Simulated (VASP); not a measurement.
Set up this calculation in VASP 6.6.1, as the native input.

- Task: single point
- Functional: r2SCAN
- Potentials or basis: VASP PAW PBE potentials, release 64 (Cd_sv_GW, F)
- Cutoff: 770 eV
- k mesh: 4 × 4 × 4
- Occupations: gaussian, width 0.01 eV
- Spin: no spin polarisation
- Dipole correction: no
- Further INCAR settings: ALGO = Normal; EDIFF = 1e-06; NBANDS = 24

The system is CdF2.

```
CELL_PARAMETERS angstrom
0.00000 2.69395 2.69395
2.69395 0.00000 2.69395
2.69395 2.69395 0.00000
ATOMIC_POSITIONS crystal
Cd 0.00000 0.00000 0.00000
F 0.25000 0.25000 0.25000
F 0.75000 0.75000 0.75000
```

The input as run:

POSCAR

```
CdF2
1.0
    0.0000000000      2.6939500265      2.6939500265
    2.6939500265      0.0000000000      2.6939500265
    2.6939500265      2.6939500265      0.0000000000
Cd F
1 2
Direct
    0.0000000000      0.0000000000      0.0000000000
    0.2500000000      0.2500000000      0.2500000000
    0.7500000000      0.7500000000      0.7500000000
```

INCAR.step1

```
PREC = Accurate
ENCUT = 770
ISMEAR = 0
SIGMA = 0.01
LREAL = False
LASPH = True
NELM = 120
NBANDS = 24
GGA = PE
ALGO = Normal
EDIFF = 1E-5
LWAVE = True
LCHARG = False
GGA_COMPAT = False
```

INCAR.step2

```
PREC = Accurate
ENCUT = 770
EDIFF = 1E-6
ISMEAR = 0
SIGMA = 0.01
LREAL = False
LASPH = True
NELM = 120
ALGO = Normal
ISIF = 2
LWAVE = False
LCHARG = True
METAGGA = R2SCAN
LMIXTAU = True
LELF = True
LVHAR = True
NBANDS = 24
ISTART = 1
GGA_COMPAT = False
```

KPOINTS

```
regular mesh
0
Gamma
  4 4 4
```

Potentials or basis: VASP PAW PBE potentials, release 64 (Cd_sv_GW, F).

The run is started by

```sh
$ cat potpaw_PBE.64/Cd_sv_GW/POTCAR potpaw_PBE.64/F/POTCAR > POTCAR
$ cp INCAR.step1 INCAR
$ mpirun -np 1 vasp_std > vasp.out
$ cp INCAR.step2 INCAR
$ mpirun -np 1 vasp_std > vasp.out
```

Results of the run:

The pressure is -0.4 GPa. The band gap on the k mesh is 3.79 eV (least direct gap 4.31 eV).

Caveat: the k points lie up to 0.50 Å⁻¹ apart; the PAW data sets were made with another functional, which shifts forces and pressure a little.

Wall time 52 s on 1 thread of AMD EPYC 9R45 96-Core Processor (Zen 5), with other jobs on the host, peak memory 0.2 GiB.
